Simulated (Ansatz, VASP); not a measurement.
**One calculation of LiCuCl3, two programs**

```
Li Cu Cl
1.0
     6.72408    0.00000    0.00000
    -3.36204    5.82322    0.00000
     0.00000    0.00000    5.64823
Li Cu Cl
2 2 6
Direct
  0.33333 0.66667 0.75000
  0.66667 0.33333 0.25000
  0.00000 0.00000 0.00000
  0.00000 0.00000 0.50000
  0.83333 0.66667 0.75000
  0.33333 0.16667 0.75000
  0.83333 0.16667 0.75000
  0.16667 0.33333 0.25000
  0.66667 0.83333 0.25000
  0.16667 0.83333 0.25000
```

Alike in both runs: task single point; functional PBE; k mesh 3 × 3 × 4; occupations gaussian, width 0.1 eV; collinear spin.

```csv
,VASP,Ansatz
version,VASP 6.6.1,Ansatz 0.2.0
potentials or method,"VASP PAW PBE potentials, release 64 (Li_sv, Cu, Cl), cutoff 520 eV","scalar-relativistic, plane waves, PAW"
valence electrons in the cell,70,86
```

|  | VASP | Ansatz | Ansatz less VASP |
| --- | --- | --- | --- |
| gap on the k mesh at the Fermi level (eV) | none | none | - |
| rms of the force components (eV/Å) | 0.141 | 0.138 | -0.0033 |
| net moment per atom (μB) | 0.07 | 0.07 | +0.002 |
| size of the moment on the site where the two differ most (μB) | 0.19 | 0.20 | +0.010 |

Site moments also hang on the region over which each program counts them. Atom by atom the forces differ by 0.003 eV/Å (rms over components). A gap of «none» marks a metal or a gap that the smearing closes. VASP's potentials hold 70 valence electrons a cell and Ansatz's 86, so a difference there can come from the potentials and not from the codes.

Noted on VASP's run: the cutoff is short for stress, so the pressure is rough.
